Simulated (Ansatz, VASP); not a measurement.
**Ge: VASP beside Ansatz**

File INCAR:

```
SYSTEM = Ge
PREC = Accurate ; ENCUT = 520
EDIFF = 1E-6 ; ISMEAR = 0
SIGMA = 0.1 ; LREAL = .False.
LASPH = .True. ; NELM = 60
ALGO = Normal ; ISIF = 2
LWAVE = .False. ; LCHARG = .True.
LDIPOL = .True. ; IDIPOL = 3
DIPOL = 0.5 0.5 0.390 ; GGA = PE
IVDW = 12 ; LELF = .True.
LVHAR = .True. ; LVACPOTAV = .True.
NBANDS = 36
```

File KPOINTS:

```
Automatic mesh
0
Gamma
  9 9 1
  0 0 0
```

POSCAR

```
Ge
1.0
    4.0226895355      0.0000000000      0.0000000000
   -2.0113447678      3.4837513293      0.0000000000
    0.0000000000      0.0000000000     18.8685220287
Ge
4
Direct
    0.3333333333      0.6666666667      0.2747571329
    0.6666666667      0.3333333333      0.2384924475
    0.7777777778      0.5555555556      0.5415645175
    0.4444444444      0.8888888889      0.5052998322
```

Input for Ansatz:

```yaml
crystal:
  lattice:
    - [4.0226895355, 0.0, 0.0]
    - [-2.0113447678, 3.4837513293, 0.0]
    - [0.0, 0.0, 18.8685220287]
  atoms:
    - { symbol: Ge, position: [0.3333333333, 0.6666666667, 0.2747571329] }
    - { symbol: Ge, position: [0.6666666667, 0.3333333333, 0.2384924475] }
    - { symbol: Ge, position: [0.7777777778, 0.5555555556, 0.5415645175] }
    - { symbol: Ge, position: [0.4444444444, 0.8888888889, 0.5052998322] }
basis:
  ecutwfc: 420
kpoints:
  mp_grid: { grid: [9, 9, 1] }
hamiltonian:
  xc: pbe
  pseudopotentials: { kind: paw, azcp: { folder: soft_1 } }
  dispersion: d3bj
scf:
  occupations: { method: gaussian, width: 0.1 }
output:
  forces: true
  eigenvalues: true
  write_density: true
  write_potential: true
  elf: true
  volumetric_format: npy
efield:
  axis: 3
  dipole_correction: true
  ramp_width: 0.04
```

Alike in both runs: task single point; functional PBE; dispersion D3(BJ); k mesh 9 × 9 × 1; occupations gaussian, width 0.1 eV; no spin polarisation.

|  | VASP | Ansatz |
| --- | --- | --- |
| version | VASP 6.6.1 | Ansatz 0.2.0 |
| potentials or method | VASP PAW PBE potentials, release 64 (Ge_d), cutoff 520 eV | scalar-relativistic, plane waves, PAW |
| valence electrons in the cell | 56 | 56 |

```tsv
	VASP	Ansatz	Ansatz less VASP
gap on the k mesh at the Fermi level (eV)	0.20	0.20	0.000
least direct gap on the mesh (eV)	0.20	0.20	0.000
rms of the force components (eV/Å)	0.046	0.046	+0.0002
```

Atom by atom the forces differ by 0.001 eV/Å (rms over components). Ansatz's warnings: xc potential rough in thin density.
